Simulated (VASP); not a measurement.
A run of VASP 6.6.1 is set up as follows.

File INCAR:

```
  PREC = Accurate
  ENCUT = 520
  EDIFF = 1E-7
  ISMEAR = 0
  SIGMA = 0.02
  LREAL = Auto
  LASPH = T
  NELM = 60
  ALGO = Normal
  ISIF = 2
  LWAVE = F
  LCHARG = F
  GGA = PE
  NBANDS = 86
  NELECT = 144.0
```

The input KPOINTS:

```
Automatic mesh
0
Gamma
  2 2 2
```

File POSCAR:

```
Zn8HS8
1.0
    5.4423087469      0.0000000000      5.4423087469
    0.0000000000     -5.4423087469      5.4423087469
    5.4423087469     -5.4423087469      0.0000000000
Zn S H
8 8 1
Direct
    0.4999750339      0.9940859204      0.0080339984
    0.3924264681      0.5344143699      0.0347207424
    0.0026429960      0.9822561065      0.0056815961
    0.0026237945      0.5055978314      0.0056682745
    0.5000120586      0.9940632279      0.4941724413
    0.4999878960      0.5080298874      0.4941420315
   -0.0035311301      0.9999927886      0.4999092530
    0.0027112574      0.5055921352      0.4822985284
    0.3682132149      0.8760182896      0.3760279130
    0.3764592557      0.3705024088      0.3787849231
    0.8721842550      0.8750071379      0.3750944856
    0.8721170960      0.3739944929      0.3750907188
    0.3764847044      0.8785690453      0.8706047783
    0.3763767539      0.3705220695      0.8705554426
    0.8721591738      0.8750193569      0.8740041628
    0.9296189789      0.3555624258      0.8554721381
   -0.2853116338      0.4271600727      0.9270784211
```

Potentials or basis: VASP PAW PBE potentials, release 64 (Zn, S, H).

Run with:

```sh
$ cat potpaw_PBE.64/Zn/POTCAR potpaw_PBE.64/S/POTCAR potpaw_PBE.64/H/POTCAR > POTCAR
$ mpirun -np 1 vasp_std > vasp.out
```

Question: Predict the largest force.

Answer: 0.076 eV/Å.

Forces on the atoms (eV/Å):
```
Zn   0.003  0.001  0.000
Zn  -0.003 -0.001  0.003
Zn   0.006  0.004 -0.004
Zn   0.004 -0.007  0.005
Zn   0.001  0.002  0.000
Zn  -0.001 -0.001  0.003
Zn   0.001  0.000 -0.003
Zn  -0.008  0.003  0.007
S    0.002  0.001  0.002
S    0.005  0.001 -0.001
S   -0.002 -0.003  0.000
S   -0.002  0.001 -0.003
S   -0.001 -0.001  0.002
S    0.000  0.004 -0.003
S   -0.005 -0.001 -0.002
S   -0.040 -0.045 -0.047
H    0.040  0.040  0.041
```

Caveat: the k points lie up to 0.50 Å⁻¹ apart; the cell carries a net charge on a neutralising background, which shifts energy and pressure.
